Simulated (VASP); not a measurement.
# Sc4Al (I4/m) in VASP: notebook

The runs below take Sc4Al through single point, with PBE.

Program: VASP 6.6.1. These are calculated values, not measurements. Logs are shortened: lines on timing, memory, paths and dates and some standing lists are left out, and cuts for length are marked.

### 1 The cell of the first run

The structure is tetragonal, space group I4/m (No. 87). Conventional cell: a = 7.078 Å, b = 7.078 Å, c = 4.452 Å, α = 90.00°, β = 90.00°, γ = 90.00°. Sc (site symmetry m) has 9 Sc at 3.09 to 3.22 Å and 3 Al at 3.12 to 3.16 Å within 4.1 Å. Al (site symmetry 4/m) has 12 Sc at 3.12 to 3.16 Å within 4.1 Å.

### 2 Single point, PBE

File INCAR:

```
SYSTEM = Sc4Al
ALGO = Fast
EDIFF = 1E-6
ENCUT = 520
GGA = PE
ISIF = 2
ISMEAR = 0
LASPH = .TRUE.
LCHARG = .FALSE.
LREAL = .FALSE.
LWAVE = .FALSE.
NBANDS = 32
NELM = 60
PREC = Accurate
SIGMA = 0.1
```

File KPOINTS:

```
k-points
0
G
  6 6 6
  0 0 0
```

File POSCAR:

```
Sc4Al
1.0
   -3.5388838974      3.5388838974      2.2257601676
    3.5388838974     -3.5388838974      2.2257601676
    3.5388838974      3.5388838974     -2.2257601676
Sc Al
4 1
Direct
    0.7990452243      0.3927431120      0.1917883363
    0.3927431120      0.2009547757      0.5936978878
    0.6072568880      0.7990452243      0.4063021122
    0.2009547757      0.6072568880      0.8082116637
    0.0000000000      0.0000000000      0.0000000000
```

Potentials or basis: VASP PAW PBE potentials, release 64 (Sc_sv, Al).

Run with:

```
$ cat potpaw_PBE.64/Sc_sv/POTCAR potpaw_PBE.64/Al/POTCAR > POTCAR
$ mpirun -np 1 vasp_std > vasp.out
```

OUTCAR:

```text
SYSTEM = Sc4Al
   EDIFF = 1E-6
   ENCUT = 520
   GGA = PE
   ISIF = 2
   ISMEAR = 0
   LASPH = .TRUE.
   LREAL = .FALSE.
   NELM = 60
   PREC = Accurate

 ion  position               nearest neighbor table
   1  0.799  0.393  0.192-   4 3.09   4 3.09   5 3.12   5 3.16   5 3.16   2 3.18   3 3.18   3 3.19
                             3 3.19   2 3.19   2 3.19   4 3.22
   2  0.393  0.201  0.594-   3 3.09   3 3.09   5 3.12   5 3.16   5 3.16   1 3.18   4 3.18   4 3.19
                             4 3.19   1 3.19   1 3.19   3 3.22
   3  0.607  0.799  0.406-   2 3.09   2 3.09   5 3.12   5 3.16   5 3.16   4 3.18   1 3.18   1 3.19
                             1 3.19   4 3.19   4 3.19   2 3.22
   4  0.201  0.607  0.808-   1 3.09   1 3.09   5 3.12   5 3.16   5 3.16   3 3.18   2 3.18   2 3.19
                             2 3.19   3 3.19   3 3.19   1 3.22
   5  0.000  0.000  0.000-   1 3.12   4 3.12   2 3.12   3 3.12   2 3.16   3 3.16   3 3.16   2 3.16
                             4 3.16   1 3.16   4 3.16   1 3.16

  LATTYP: Found a body centered tetragonal cell.
 ALAT       =     7.0777677948
 C/A-ratio  =     0.6289441056

  Lattice vectors:

 A1 = (  -3.5388838974,   3.5388838974,   2.2257601676)
 A2 = (   3.5388838974,  -3.5388838974,   2.2257601676)
 A3 = (   3.5388838974,   3.5388838974,  -2.2257601676)

Analysis of symmetry for initial positions (statically):
=====================================================================
 Subroutine PRICEL returns:
 Original cell was already a primitive cell.

 Routine SETGRP: Setting up the symmetry group for a
 body centered tetragonal supercell.

 Subroutine GETGRP returns: Found  8 space group operations
 (whereof  8 operations were pure point group operations)
 out of a pool of 16 trial point group operations.

The static configuration has the point symmetry C_4h.

Analysis of symmetry for dynamics (positions and initial velocities):
=====================================================================
 Subroutine PRICEL returns:
 Original cell was already a primitive cell.

 Routine SETGRP: Setting up the symmetry group for a
 body centered tetragonal supercell.

 Subroutine GETGRP returns: Found  8 space group operations
 (whereof  8 operations were pure point group operations)
 out of a pool of 16 trial point group operations.

The dynamic configuration has the point symmetry C_4h.

 Subroutine INISYM returns: Found  8 space group operations
 (whereof  8 operations are pure point group operations),
 and found     1 'primitive' translations

----------------------------------------------------------------------------------------

                                     Primitive cell

  volume of cell :     111.4990

  direct lattice vectors                    reciprocal lattice vectors
    -3.538883897  3.538883897  2.225760168     0.000000000  0.141287483  0.224642352
     3.538883897 -3.538883897  2.225760168     0.141287483  0.000000000  0.224642352
     3.538883897  3.538883897 -2.225760168     0.141287483  0.141287483  0.000000000

  length of vectors
     5.477353996  5.477353996  5.477353996     0.265379614  0.265379614  0.199810675

  position of ions in fractional coordinates (direct lattice)
     0.799045224  0.392743112  0.191788336
     0.392743112  0.200954776  0.593697888
     0.607256888  0.799045224  0.406302112
     0.200954776  0.607256888  0.808211664
     0.000000000  0.000000000  0.000000000

  ion indices of the primitive-cell ions
   primitive index   ion index
                 1           1
                 2           2
                 3           3
                 4           4
                 5           5

----------------------------------------------------------------------------------------

 KPOINTS: k-points

Automatic generation of k-mesh.
 Grid dimensions read from file:
 generate k-points for:    6    6    6

 Generating k-lattice:

  Cartesian coordinates                     Fractional coordinates (reciprocal lattice)
     0.000000000  0.023547914  0.037440392     0.166666667  0.000000000  0.000000000
     0.023547914  0.000000000  0.037440392     0.000000000  0.166666667  0.000000000
     0.023547914  0.023547914  0.000000000     0.000000000  0.000000000  0.166666667

  Length of vectors
     0.044229936  0.044229936  0.033301779

  Shift w.r.t. Gamma in fractional coordinates (k-lattice)
     0.000000000  0.000000000  0.000000000

 Subroutine IBZKPT returns following result:
 ===========================================

 Found     36 irreducible k-points:

 Following reciprocal coordinates:
            Coordinates               Weight
  0.000000  0.000000  0.000000      1.000000
  0.166667  0.000000  0.000000      8.000000
  0.333333  0.000000 -0.000000      8.000000
  0.500000  0.000000  0.000000      4.000000
  0.166667  0.166667  0.000000      8.000000
  0.333333  0.166667 -0.000000      8.000000
[... 16 lines left out ...]
 -0.333333  0.333333 -0.166667      4.000000
 -0.166667  0.333333  0.166667      8.000000
 [... further k-points ...]
   k-points           NKPTS =     36   k-points in BZ     NKDIM =     36   number of bands    NBANDS=     32
   number of dos      NEDOS =    301   number of ions     NIONS =      5
   total plane-waves  NPLWV =  74088
   dimension x,y,z NGX =    42 NGY =   42 NGZ =   42
   dimension x,y,z NGXF=    84 NGYF=   84 NGZF=   84
   ions per type =               4   1
   NGX,Y,Z   is equivalent  to a cutoff of  12.75, 12.75, 12.75 a.u.
   NGXF,Y,Z  is equivalent  to a cutoff of  25.50, 25.50, 25.50 a.u.
 SYSTEM =  Sc4Al
   PREC   = accura    normal or accurate (medium, high low for compatibility)
   ISTART =      0    job   : 0-new  1-cont  2-samecut
   ICHARG =      2    charge: 1-file 2-atom 10-const
   ISPIN  =      1    spin polarized calculation?
   LNONCOLLINEAR =      F non collinear calculations
   LSORBIT =      F    spin-orbit coupling
   LASPH  =      T    aspherical Exc in radial PAW
   ENCUT  =  520.0 eV  38.22 Ry    6.18 a.u.  10.18 10.18 10.18*2*pi/ulx,y,z
   NELM   =     60;   NELMIN=  2; NELMDL= -5     # of ELM steps
   EDIFF  = 0.1E-05   stopping-criterion for ELM
   LREAL  =      F    real-space projection
   EDIFFG = 0.1E-04   stopping-criterion for IOM
   NSW    =      0    number of steps for IOM
   IBRION =     -1    ionic relax: 0-MD 1-quasi-New 2-CG
   NFREE  =      0    steps in history (QN), initial steepest desc. (CG)
   ISIF   =      2    stress and relaxation
   ISYM   =      2    0-nonsym 1-usesym 2-fastsym
   POTIM  = 0.5000    time-step for ionic-motion
   TEBEG  =    0.0;   TEEND  =   0.0 temperature during run
   PSTRESS=    0.0 pullay stress
   NELECT =      47.0000    total number of electrons
   NUPDOWN=      -1.0000    fix difference up-down
   EMIN   =  10.00;   EMAX   =-10.00  energy-range for DOS
   EFERMI =   0.00;   METHOD = LEGACY
   ISMEAR =     0;   SIGMA  =   0.10  broadening in eV -4-tet -1-fermi 0-gaus
   EFERMI_NEDOS =   21; number of points for ismear=-14 and -15
   IALGO  =     68    algorithm
   IMIX   =      4    mixing-type and parameters
     AMIX     =   0.40;   BMIX     =  1.00
     AMIX_MAG =   1.60;   BMIX_MAG =  1.00
  volume/ion in A,a.u.               =      22.30       150.49
  Fermi-wavevector in a.u.,A,eV,Ry     =   1.227488  2.319615 20.500250  1.506726
  Thomas-Fermi vector in A             =   2.362449
   LORBIT       =      0    0 simple, 1 ext, 2 COOP (PROOUT), +10 PAW based schemes
   GGA     = PE    functional components
   LHFCALC =     F    Hartree Fock is set to
   AEXX    =    0.0000 exact exchange contribution
   IVDW    =     0    specifies the selected vdW correction
   LEPSILON=     F    determine dielectric tensor
   LRPA    =     F    only Hartree local field effects (RPA)
 non-spin polarized calculation
 RMM-DIIS sequential band-by-band and
 Gauss-broadening in eV      SIGMA  =   0.10
  energy-cutoff  :      520.00
  volume of cell :      111.50
 maximum number of plane-waves:      3045
 NGX is ok and might be reduce to    42
   NGX = 21   NGY = 21   NGZ = 21

 number of electron      47.0000011 magnetization

 Free energy of the ion-electron system (eV)
  ---------------------------------------------------
  ext. energy  EPLUGINS =         0.00000000
  ---------------------------------------------------
  free energy    TOTEN  =       -29.42975377 eV

  energy without entropy =      -29.38688175  energy(sigma->0) =      -29.40831776

 E-fermi :   4.4032     XC(G=0): -10.0534

 val. band max:        4.4020393471   @ k =   0.3333   0.3333  -0.0000
 cond. band min:       4.4188390245   @ k =  -0.3333  -0.3333   0.3333
 fundamental gap:      0.0167996774
 Fermi energy:         4.4031580241

 k-point     1 :       0.0000    0.0000    0.0000
  band No.  band energies     occupation
      1     -44.9084      2.00000
      2     -44.8272      2.00000
      3     -44.8168      2.00000
      4     -44.8168      2.00000
      5     -23.6982      2.00000
      6     -23.6188      2.00000
[... 24 lines left out ...]
     31       6.8445      0.00000
     32       7.2556      0.00000

 k-point     2 :       0.1667    0.0000    0.0000
  band No.  band energies     occupation
      1     -44.9000      2.00000
      2     -44.8314      2.00000
      3     -44.8199      2.00000
      4     -44.8176      2.00000
      5     -23.7157      2.00000
      6     -23.6516      2.00000
[... 24 lines left out ...]
     31       6.7842      0.00000
     32       7.1780      0.00000

 k-point     3 :       0.3333    0.0000   -0.0000
  band No.  band energies     occupation
      1     -44.8786      2.00000
      2     -44.8375      2.00000
      3     -44.8292      2.00000
      4     -44.8234      2.00000
      5     -23.7418      2.00000
      6     -23.6846      2.00000
[... 24 lines left out ...]
     31       6.5605      0.00000
     32       6.8543      0.00000

 k-point     4 :       0.5000    0.0000    0.0000
  band No.  band energies     occupation
      1     -44.8572      2.00000
      2     -44.8478      2.00000
      3     -44.8363      2.00000
      4     -44.8272      2.00000
      5     -23.7530      2.00000
      6     -23.6942      2.00000
[... 654 lines left out ...]
     31       6.6933      0.00000
     32       7.0492      0.00000

 k-point    23 :      -0.3333    0.3333   -0.1667
  band No.  band energies     occupation
      1     -44.8877      2.00000
      2     -44.8495      2.00000
      3     -44.8192      2.00000
      4     -44.8130      2.00000
      5     -23.6756      2.00000
      6     -23.6717      2.00000
[... 24 lines left out ...]
     31       6.8561      0.00000
     32       7.1833      0.00000

 k-point    24 :      -0.1667    0.3333    0.1667
  band No.  band energies     occupation
      1     -44.8844      2.00000
      2     -44.8439      2.00000
      3     -44.8245      2.00000
      4     -44.8164      2.00000
      5     -23.7063      2.00000
      6     -23.6582      2.00000
[... 24 lines left out ...]
     31       6.6799      0.00000
     32       6.9522      0.00000

 [... further k-points ...]
[... 5 lines left out ...]
  --------------------------------------------------------------------------------------
  -------------------------------------------------------------------------------------
  Total        0.0766672      0.0766672      0.1729634      0.0000003      0.0000000     -0.0000000
  in kB        1.1016647      1.1016647      2.4853860      0.0000040      0.0000000     -0.0000000
  external PRESSURE =       1.5629052 kB  Pullay stress =       0.0000000 kB

 VOLUME and BASIS-vectors are now :
 -----------------------------------------------------------------------------
  energy-cutoff  :      520.00
  volume of cell :      111.50
      direct lattice vectors                 reciprocal lattice vectors
    -3.538883897  3.538883897  2.225760168     0.000000000  0.141287483  0.224642352
     3.538883897 -3.538883897  2.225760168     0.141287483  0.000000000  0.224642352
     3.538883897  3.538883897 -2.225760168     0.141287483  0.141287483  0.000000000

 POSITION                                       TOTAL-FORCE (eV/Angst)
 -----------------------------------------------------------------------------------
     -0.75914      2.11657      2.22576        -0.003915      0.034274      0.000000
      1.42231      2.77974     -0.00000        -0.034274     -0.003915     -0.000000
      2.11657      0.75914      2.22576         0.034274      0.003915      0.000000
      4.29802      1.42231      0.00000         0.003915     -0.034274     -0.000000
      0.00000      0.00000      0.00000        -0.000000     -0.000000      0.000000
 -----------------------------------------------------------------------------------
    total drift:                               -0.000000     -0.000000      0.000000

  FREE ENERGIE OF THE ION-ELECTRON SYSTEM (eV)
  ---------------------------------------------------
  free  energy   TOTEN  =       -29.4297537691 eV

  energy  without entropy=      -29.3868817476  energy(sigma->0) =      -29.40831776
```

It took 2.2 min on 1 thread of AMD EPYC 9R45 (Zen 5), shared host; peak memory 0.27 GiB.

Results:

```yaml
Free_energy: -29.4298 eV
Pressure: 0.2 GPa
Largest_force: 0.034 eV/Å
```

Forces in eV/Å, atoms in the order of the input:
```
Sc  -0.004  0.034  0.000
Sc  -0.034 -0.004  0.000
Sc   0.034  0.004  0.000
Sc   0.004 -0.034  0.000
Al   0.000  0.000  0.000
```

Stress tensor (GPa, compression positive):
```
0.11 0.00 0.00
0.00 0.11 0.00
0.00 0.00 0.25
```

### 3 Single point, PBE

This run uses another cell than the first one, of 17.89 Å³/atom, 0.802 times its volume.

File INCAR:

```
SYSTEM = Sc4Al
  ALGO = Normal
  EDIFF = 1E-6
  ENCUT = 520
  GGA = PE
  ISIF = 2
  ISMEAR = 0
  LASPH = .True.
  LCHARG = .False.
  LREAL = .False.
  LWAVE = .False.
  NBANDS = 32
  NELM = 60
  PREC = Accurate
  SIGMA = 0.1
```

File KPOINTS:

```
k-points
0
Gamma
  6 6 6
  0 0 0
```

File POSCAR:

```
Sc4Al
1.0
   -3.2820137600      3.2820137600      2.0757277600
    3.2820137600     -3.2820137600      2.0757277600
    3.2820137600      3.2820137600     -2.0757277600
Sc Al
4 1
Direct
    0.8000000000      0.4000000000      0.2000000000
    0.4000000000      0.2000000000      0.6000000000
    0.6000000000      0.8000000000      0.4000000000
    0.2000000000      0.6000000000      0.8000000000
    0.0000000000      0.0000000000      0.0000000000
```

Potentials or basis: VASP PAW PBE potentials, release 64 (Sc_sv, Al).

Run with:

```
$ cat potpaw_PBE.64/Sc_sv/POTCAR potpaw_PBE.64/Al/POTCAR > POTCAR
$ mpirun -np 1 vasp_std > vasp.out
```

OUTCAR:

```text
SYSTEM = Sc4Al
   EDIFF = 1E-6
   ENCUT = 520
   GGA = PE
   ISIF = 2
   ISMEAR = 0
   LASPH = .True.
   LREAL = .False.
   NELM = 60
   PREC = Accurate

 ion  position               nearest neighbor table
   1  0.800  0.400  0.200-   3 2.94   4 2.94   5 2.94   2 2.94   2 2.94   5 2.94   3 2.94   4 2.94
                             2 2.94   5 2.94   3 2.94   4 2.94
   2  0.400  0.200  0.600-   4 2.94   5 2.94   1 2.94   3 2.94   3 2.94   3 2.94   1 2.94   5 2.94
                             5 2.94   4 2.94   1 2.94   4 2.94
   3  0.600  0.800  0.400-   1 2.94   5 2.94   4 2.94   2 2.94   2 2.94   2 2.94   4 2.94   5 2.94
                             5 2.94   1 2.94   4 2.94   1 2.94
   4  0.200  0.600  0.800-   2 2.94   1 2.94   5 2.94   3 2.94   5 2.94   3 2.94   2 2.94   1 2.94
                             5 2.94   3 2.94   2 2.94   1 2.94
   5  0.000  0.000  0.000-   2 2.94   3 2.94   4 2.94   1 2.94   3 2.94   1 2.94   2 2.94   4 2.94
                             3 2.94   2 2.94   4 2.94   1 2.94

  LATTYP: Found a body centered tetragonal cell.
 ALAT       =     6.5640275200
 C/A-ratio  =     0.6324555324

  Lattice vectors:

[... 180 lines left out ...]
  ---------------------------------------------------
  free energy    TOTEN  =       -28.21174387 eV

  energy without entropy =      -28.18130476  energy(sigma->0) =      -28.19652432

 E-fermi :   5.9313     XC(G=0): -10.9763

 val. band max:        5.9292541720   @ k =  -0.1667   0.3333   0.0000
 cond. band min:       5.9337903056   @ k =   0.3333   0.3333   0.0000
 fundamental gap:      0.0045361336
 Fermi energy:         5.9312631898

 k-point     1 :       0.0000    0.0000    0.0000
  band No.  band energies     occupation
      1     -42.8040      2.00000
      2     -42.5859      2.00000
      3     -42.5857      2.00000
      4     -42.5857      2.00000
      5     -21.7728      2.00000
      6     -21.7060      2.00000
[... 829 lines left out ...]
     31       8.7543      0.00000
     32       9.0185      0.00000

 [... further k-points ...]
[... 5 lines left out ...]
  --------------------------------------------------------------------------------------
  -------------------------------------------------------------------------------------
  Total       11.0103258     11.0103258     10.9543256      0.0000002      0.0000000     -0.0000000
  in kB      197.2420793    197.2420793    196.2388767      0.0000029      0.0000000     -0.0000000
  external PRESSURE =     196.9076784 kB  Pullay stress =       0.0000000 kB

 VOLUME and BASIS-vectors are now :
 -----------------------------------------------------------------------------
  energy-cutoff  :      520.00
  volume of cell :       89.44
      direct lattice vectors                 reciprocal lattice vectors
    -3.282013760  3.282013760  2.075727760     0.000000000  0.152345492  0.240879372
     3.282013760 -3.282013760  2.075727760     0.152345492  0.000000000  0.240879372
     3.282013760  3.282013760 -2.075727760     0.152345492  0.152345492  0.000000000

 POSITION                                       TOTAL-FORCE (eV/Angst)
 -----------------------------------------------------------------------------------
     -0.65640      1.96921      2.07573        -0.415925     -0.367763      0.000000
      1.31281      2.62561      0.00000         0.367763     -0.415925     -0.000000
      1.96921      0.65640      2.07573        -0.367763      0.415925      0.000000
      3.93842      1.31281      0.00000         0.415925      0.367763     -0.000000
      0.00000      0.00000      0.00000        -0.000000     -0.000000      0.000000
 -----------------------------------------------------------------------------------
    total drift:                               -0.000000      0.000000      0.000000

  FREE ENERGIE OF THE ION-ELECTRON SYSTEM (eV)
  ---------------------------------------------------
  free  energy   TOTEN  =       -28.2117438669 eV

  energy  without entropy=      -28.1813047638  energy(sigma->0) =      -28.19652432
```

stdout:

```text
POSCAR found type information on POSCAR ScAl
 POSCAR found :  2 types and       5 ions
 scaLAPACK will be used
 LDA part: xc-table for (Slater+PW92), standard interpolation
 POSCAR, INCAR and KPOINTS ok, starting setup
 FFT: planning ... GRIDC
 FFT: planning ... GRID_SOFT
 FFT: planning ... GRID
 WAVECAR not read
 entering main loop
```

Wall time 70 s (1 thread of AMD EPYC 9R45 (Zen 5), shared host); peak memory 0.25 GiB.

What came out:

```yaml
Free_energy: -28.2117 eV
Pressure: 19.7 GPa
Largest_force: 0.555 eV/Å
```

Forces on the atoms (eV/Å):
```
Sc  -0.416 -0.368  0.000
Sc   0.368 -0.416  0.000
Sc  -0.368  0.416  0.000
Sc   0.416  0.368  0.000
Al   0.000  0.000  0.000
```

Levels at points of the mesh, in eV from the Fermi level:
| k point | band 22 | band 23 | band 24 | band 25 | band 26 | band 27 |
| --- | --- | --- | --- | --- | --- | --- |
| (0.00, 0.00, 0.00) | -0.34 | -0.01 | 0.11 | 0.11 | 0.73 | 0.73 |
| (0.50, 0.00, 0.00) | -0.36 | -0.22 | 0.20 | 0.55 | 0.68 | 1.06 |
| (0.50, 0.50, 0.00) | -0.64 | -0.50 | -0.04 | 0.52 | 0.69 | 1.10 |
| (0.50, 0.50, 0.50) | -0.65 | -0.60 | -0.13 | 0.99 | 0.99 | 1.15 |
